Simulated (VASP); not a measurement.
Wanted: the native input for a VASP 6.6.1 run.

```
Task                               : single point
Functional                         : HF
Potentials or basis                : VASP PAW PBE potentials, release 64 (In_d, Sb_d_GW)
Cutoff                             : 400 eV
k mesh                             : 4 × 4 × 4
Occupations                        : gaussian, width 0.1 eV
Spin                               : no spin polarisation
Dipole correction                  : no
Grid for exact exchange (PRECFOCK) : Normal
Further INCAR settings             : ALGO = Normal; EDIFF = 1e-06; NBANDS = 21
Share of exact exchange            : 1
```

The system is InSb.

```
CELL_PARAMETERS angstrom
0.00000 3.25993 3.25993
3.25993 0.00000 3.25993
3.25993 3.25993 0.00000
ATOMIC_POSITIONS crystal
In 0.00000 0.00000 0.00000
Sb 0.25000 0.25000 0.25000
```

One way to write it, as run:

POSCAR

```
InSb
1.0
    0.0000000000      3.2599290560      3.2599290560
    3.2599290560      0.0000000000      3.2599290560
    3.2599290560      3.2599290560      0.0000000000
In Sb
1 1
Direct
    0.0000000000      0.0000000000      0.0000000000
    0.2500000000      0.2500000000      0.2500000000
```

INCAR.step1

```
  ALGO = Normal
  EDIFF = 1E-5
  ENCUT = 400
  GGA = PE
  GGA_COMPAT = F
  ISIF = 2
  ISMEAR = 0
  LASPH = T
  LREAL = F
  LWAVE = T
  NBANDS = 21
  NELM = 120
  PREC = Accurate
  SIGMA = 0.1
```

INCAR.step2

```
  AEXX = 1.0
  AGGAC = 0.0
  ALDAC = 0.0
  ALGO = Normal
  EDIFF = 1E-6
  ENCUT = 400
  GGA = PE
  GGA_COMPAT = F
  ISIF = 2
  ISMEAR = 0
  ISTART = 1
  LASPH = T
  LCHARG = T
  LELF = T
  LHFCALC = T
  LREAL = F
  LVHAR = T
  LWAVE = F
  NBANDS = 21
  NELM = 120
  PREC = Accurate
  PRECFOCK = Normal
  SIGMA = 0.1
```

KPOINTS

```
k-points
0
Gamma
  4 4 4
```

Potentials or basis: VASP PAW PBE potentials, release 64 (In_d, Sb_d_GW).

Launch:

```sh
$ cat potpaw_PBE.64/In_d/POTCAR potpaw_PBE.64/Sb_d_GW/POTCAR > POTCAR
$ cp INCAR.step1 INCAR
$ mpirun -np 1 vasp_std > vasp.out
$ cp INCAR.step2 INCAR
$ mpirun -np 1 vasp_std > vasp.out
```

It gave:

```json
{
  "Pressure": "2.4 GPa",
  "Band gap on the k mesh": "5.94 eV"
}
```

Caveat: the PAW data sets were made with another functional, which shifts forces and pressure a little; spin-orbit coupling is left out, which moves the levels of the heavy elements.

Run time: 15 min on 1 thread of AMD EPYC 9R45 96-Core Processor (Zen 5), on a shared host, peak memory 0.16 GiB.
